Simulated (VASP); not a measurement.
Write the native input for VASP 6.6.1 that does the following.

```yaml
Task: single point
Functional: LDA
Potentials_or_basis: VASP PAW LDA potentials, release 64 (Cl)
Cutoff: 520 eV
k_mesh: 12 × 12 × 12
Occupations: fermi-dirac, width 0.05 eV
Spin: no spin polarisation
Dipole_correction: no
Further_INCAR_settings: ALGO = Normal; EDIFF = 1e-06; NBANDS = 14
```

The structure of Cl lies in POSCAR:

```
Cl
1.0
    0.0000000000      3.0893950648      3.0893950648
    3.0893950648      0.0000000000      3.0893950648
    3.0893950648      3.0893950648      0.0000000000
Cl
2
Direct
    1.0000000000      1.0000000000      1.0000000000
    0.2500000000      0.2500000000      0.2500000000
```

These files were run (other wordings do the same):

INCAR

```
  ALGO = Normal
  EDIFF = 1E-6
  ENCUT = 520
  ISIF = 2
  ISMEAR = -1
  LASPH = True
  LCHARG = False
  LREAL = False
  LWAVE = False
  NBANDS = 14
  NELM = 100
  PREC = Accurate
  SIGMA = 0.05
```

KPOINTS

```
k-points
0
Gamma
  12 12 12
```

Potentials or basis: VASP PAW LDA potentials, release 64 (Cl).

The run is started by

```bash
$ cat potpaw_LDA.64/Cl/POTCAR > POTCAR
$ mpirun -np 1 vasp_std > vasp.out
```

Results of the run:

| Item | Value |
| --- | --- |
| Pressure | 0.0 GPa |
| Band gap on the k mesh | zero (band 7 reaches 0.17 eV, above the bottom of band 8 at -1.39 eV) |

It took 9.6 s on 1 thread of Intel(R) Xeon(R) 6975P-C (Granite Rapids) (shared host), peak memory 0.17 GiB.
